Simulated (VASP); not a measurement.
# Cd (Im-3m) in VASP: relaxation of cell and atoms with PBE

Aim: the relaxation of cell and atoms of Cd with PBE.

Everything below comes from runs of VASP 6.6.1. Logs are shortened: lines on timing, memory, paths and dates and some standing lists are left out, and cuts for length are marked.

## 1. The cell of the first run

Symmetry: Im-3m, No. 229, cubic system. Conventional cell: a = 3.569 Å, b = 3.569 Å, c = 3.569 Å, α = 90.00°, β = 90.00°, γ = 90.00°. Cd (site symmetry m-3m) has 14 Cd at 3.09 to 3.57 Å within 4.1 Å.

## 2. Relaxation of cell and atoms, PBE

INCAR reads:

```
SYSTEM = Cd
PREC = Accurate
ENCUT = 600
EDIFF = 1E-6
ISMEAR = 0
SIGMA = 0.1
LREAL = .False.
LASPH = .True.
NELM = 60
ALGO = Normal
ISIF = 3
LWAVE = .False.
LCHARG = .False.
GGA = PE
IBRION = 2
NSW = 100
EDIFFG = -0.005
```

KPOINTS reads:

```
regular mesh
0
Gamma
  16 16 16
  0 0 0
```

POSCAR reads:

```
Cd
1.0
   -1.7843220000      1.7843220000      1.7843220000
    1.7843220000     -1.7843220000      1.7843220000
    1.7843220000      1.7843220000     -1.7843220000
Cd
1
Direct
    0.0000000000      0.0000000000      0.0000000000
```

Potentials or basis: VASP PAW PBE potentials, release 64 (Cd).

Run with:

```
$ cat potpaw_PBE.64/Cd/POTCAR > POTCAR
$ mpirun -np 1 vasp_std > vasp.out
```

OUTCAR:

```text
SYSTEM = Cd
   PREC = Accurate
   ENCUT = 600
   EDIFF = 1E-6
   ISMEAR = 0
   LREAL = .False.
   LASPH = .True.
   NELM = 60
   ISIF = 3
   GGA = PE
   IBRION = 2
   NSW = 100
   EDIFFG = -0.005

 ion  position               nearest neighbor table
   1  0.000  0.000  0.000-

  LATTYP: Found a body centered cubic cell.
 ALAT       =     3.5686440000

  Lattice vectors:

 A1 = (  -1.7843220000,   1.7843220000,   1.7843220000)
 A2 = (   1.7843220000,  -1.7843220000,   1.7843220000)
 A3 = (   1.7843220000,   1.7843220000,  -1.7843220000)

Analysis of symmetry for initial positions (statically):
=====================================================================
 Subroutine PRICEL returns:
 Original cell was already a primitive cell.

 Routine SETGRP: Setting up the symmetry group for a
 body centered cubic supercell.

 Subroutine GETGRP returns: Found 48 space group operations
 (whereof 48 operations were pure point group operations)
 out of a pool of 48 trial point group operations.

The static configuration has the point symmetry O_h .

Analysis of symmetry for dynamics (positions and initial velocities):
=====================================================================
 Subroutine PRICEL returns:
 Original cell was already a primitive cell.

 Routine SETGRP: Setting up the symmetry group for a
 body centered cubic supercell.

 Subroutine GETGRP returns: Found 48 space group operations
 (whereof 48 operations were pure point group operations)
 out of a pool of 48 trial point group operations.

The dynamic configuration has the point symmetry O_h .

 Subroutine INISYM returns: Found 48 space group operations
 (whereof 48 operations are pure point group operations),
 and found     1 'primitive' translations

----------------------------------------------------------------------------------------

                                     Primitive cell

  volume of cell :      22.7237

  direct lattice vectors                    reciprocal lattice vectors
    -1.784322000  1.784322000  1.784322000     0.000000000  0.280218481  0.280218481
     1.784322000 -1.784322000  1.784322000     0.280218481  0.000000000  0.280218481
     1.784322000  1.784322000 -1.784322000     0.280218481  0.280218481  0.000000000

  length of vectors
[... 97 lines left out ...]
   IALGO  =     38    algorithm
   IMIX   =      4    mixing-type and parameters
     AMIX     =   0.40;   BMIX     =  1.00
     AMIX_MAG =   1.60;   BMIX_MAG =  1.00
  volume/ion in A,a.u.               =      22.72       153.35
  Fermi-wavevector in a.u.,A,eV,Ry     =   1.323250  2.500581 23.823686  1.750992
  Thomas-Fermi vector in A             =   2.452872
   LORBIT       =      0    0 simple, 1 ext, 2 COOP (PROOUT), +10 PAW based schemes
   GGA     = PE    functional components
   LHFCALC =     F    Hartree Fock is set to
   AEXX    =    0.0000 exact exchange contribution
   IVDW    =     0    specifies the selected vdW correction
   LEPSILON=     F    determine dielectric tensor
   LRPA    =     F    only Hartree local field effects (RPA)
 conjugate gradient relaxation of ions
 non-spin polarized calculation
 Gauss-broadening in eV      SIGMA  =   0.10
  energy-cutoff  :      600.00
  volume of cell :       22.72
 maximum number of plane-waves:       784
 NGX is ok and might be reduce to    28
   NGX = 13   NGY = 13   NGZ = 13

--------------------------------------- Ionic step        1  -------------------------------------------

 number of electron      11.9999997 magnetization

 Free energy of the ion-electron system (eV)
  ---------------------------------------------------
  ext. energy  EPLUGINS =         0.00000000
  ---------------------------------------------------
  free energy    TOTEN  =        -0.69197367 eV

  energy without entropy =       -0.69096379  energy(sigma->0) =       -0.69146873

------------------------ aborting loop because EDIFF is reached ----------------------------------------

  FORCE on cell =-STRESS in cart. coord.  units (eV):
  Direction    XX          YY          ZZ          XY          YZ          ZX
  --------------------------------------------------------------------------------------
  -------------------------------------------------------------------------------------
  Total        0.1771033      0.1771033      0.1771033      0.0000000      0.0000000      0.0000000
  in kB       12.4869851     12.4869851     12.4869851      0.0000000      0.0000000      0.0000000
  external PRESSURE =      12.4869851 kB  Pullay stress =       0.0000000 kB
[... 57 lines left out ...]
--------------------------------------- Ionic step        3  -------------------------------------------

 number of electron      12.0000000 magnetization

 Free energy of the ion-electron system (eV)
  ---------------------------------------------------
  ext. energy  EPLUGINS =         0.00000000
  ---------------------------------------------------
  free energy    TOTEN  =        -0.69454131 eV

  energy without entropy =       -0.69353220  energy(sigma->0) =       -0.69403676

 E-fermi :   2.4206     XC(G=0): -10.6240

 val. band max:        2.3431500775   @ k =   0.3750   0.1250   0.0625
 cond. band min:       2.4953448809   @ k =   0.5000   0.5000   0.2500
 fundamental gap:      0.1521948034
 Fermi energy:         2.4205539870

 k-point     1 :       0.0000    0.0000    0.0000
  band No.  band energies     occupation
      1      -6.6792      2.00000
      2      -6.6792      2.00000
      3      -6.6792      2.00000
      4      -6.1145      2.00000
      5      -6.1145      2.00000
      6      -5.9266      2.00000
      7      17.6211      0.00000
      8      17.6211      0.00000
      9      17.6211      0.00000
     10      17.8582      0.00000
[... 287 lines left out ...]
 k-point    24 :       0.2500    0.1875    0.0000
  band No.  band energies     occupation
      1      -6.8953      2.00000
      2      -6.7259      2.00000
      3      -6.2365      2.00000
      4      -6.2022      2.00000
      5      -6.0121      2.00000
      6      -1.8707      2.00000
      7       6.2451      0.00000
      8       7.9957      0.00000
      9      12.1645      0.00000
     10      17.3285      0.00000

 [... further k-points ...]

------------------------ aborting loop because EDIFF is reached ----------------------------------------

  FORCE on cell =-STRESS in cart. coord.  units (eV):
  Direction    XX          YY          ZZ          XY          YZ          ZX
  --------------------------------------------------------------------------------------
  -------------------------------------------------------------------------------------
  Total        0.0009707      0.0009707      0.0009707     -0.0000000     -0.0000000      0.0000000
  in kB        0.0664641      0.0664641      0.0664641     -0.0000000     -0.0000000      0.0000000
  external PRESSURE =       0.0664641 kB  Pullay stress =       0.0000000 kB
[... 16 lines left out ...]
  FREE ENERGIE OF THE ION-ELECTRON SYSTEM (eV)
  ---------------------------------------------------
  free  energy   TOTEN  =        -0.6945413075 eV

  energy  without entropy=       -0.6935322036  energy(sigma->0) =       -0.69403676

 reached required accuracy - stopping structural energy minimisation
```

CONTCAR:

```text
Cd
   1.00000000000000
    -1.8018647223423137    1.8018647223423137    1.8018647223423137
     1.8018647223423137   -1.8018647223423137    1.8018647223423137
     1.8018647223423137    1.8018647223423137   -1.8018647223423137
  Cd
     1
Direct
     0.0000000000000000    0.0000000000000000    0.0000000000000000

  0.00000000E+00  0.00000000E+00  0.00000000E+00
```

It took 37 s on 1 thread of Intel Xeon 6975P-C (Granite Rapids), shared host; peak memory 0.19 GiB.

What came out:

```yaml
Free_energy: -0.6945 eV
Relaxed_volume: 23.40 Å³/atom
Relaxed_cell: a = 3.121 Å, b = 3.121 Å, c = 3.121 Å, α = 109.47°, β = 109.47°, γ = 109.47°
Space_group_after_relaxing_to_0.05_Å: Im-3m (No. 229)
Energy_gained_by_relaxing: 2.6 meV/atom
Ionic_steps: 3
Pressure_after_relaxing: 0.0 GPa
Band_gap_on_the_k_mesh: zero (band 6 reaches 5.80 eV, above the bottom of band 7 at 1.39 eV)
```

The path:
```tsv
step	energy change (eV)	largest force (eV/Å)	pressure (GPa)	volume (Å³)
1	0.0000	0.0000	1.25	22.72
2	-0.0025	0.0000	0.15	23.31
3	-0.0026	0.0000	0.01	23.40
```

Final structure:
```
CELL_PARAMETERS angstrom
-1.80186 1.80186 1.80186
1.80186 -1.80186 1.80186
1.80186 1.80186 -1.80186
ATOMIC_POSITIONS crystal
Cd 0.00000 0.00000 0.00000
```
